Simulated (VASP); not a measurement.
HfN, 2 atoms in the cell. The structure is cubic, space group F-43m (No. 216). The conventional cell has a = 4.866 Å, b = 4.866 Å, c = 4.866 Å, α = 90.00°, β = 90.00°, γ = 90.00°. Hf (site symmetry -43m) has 4 N at 2.11 Å within 2.8 Å. Within 2.8 Å of N (site symmetry -43m) lie 4 Hf at 2.11 Å. 

| Property | Result |
| --- | --- |
| Program | VASP 6.6.1 |
| Task | single point |
| Functional | LDA |
| Potentials or basis | VASP PAW LDA potentials, release 64 (Hf_pv, N) |
| Cutoff | 520 eV |
| k mesh | 10 × 10 × 10 |
| Occupations | methfessel-paxton, width 0.1 eV |
| Spin | no spin polarisation |
| Dipole correction | no |
| Further INCAR settings | ALGO = Normal; EDIFF = 1e-06; NBANDS = 14 |

Potentials or basis: VASP PAW LDA potentials, release 64 (Hf_pv, N).

Run with:

```sh
$ cat potpaw_LDA.64/Hf_pv/POTCAR potpaw_LDA.64/N/POTCAR > POTCAR
$ mpirun -np 1 vasp_std > vasp.out
```

Hardware: 1 thread of Intel(R) Xeon(R) Platinum 8375C CPU @ 2.90GHz (Ice Lake) (shared host).

Q: Estimate the wall time of this run.

A: It took 25 s on 1 thread of Intel(R) Xeon(R) Platinum 8375C CPU @ 2.90GHz (Ice Lake), with other jobs on the host, peak memory 0.15 GiB. Counts: scf iterations 13, k points 47.
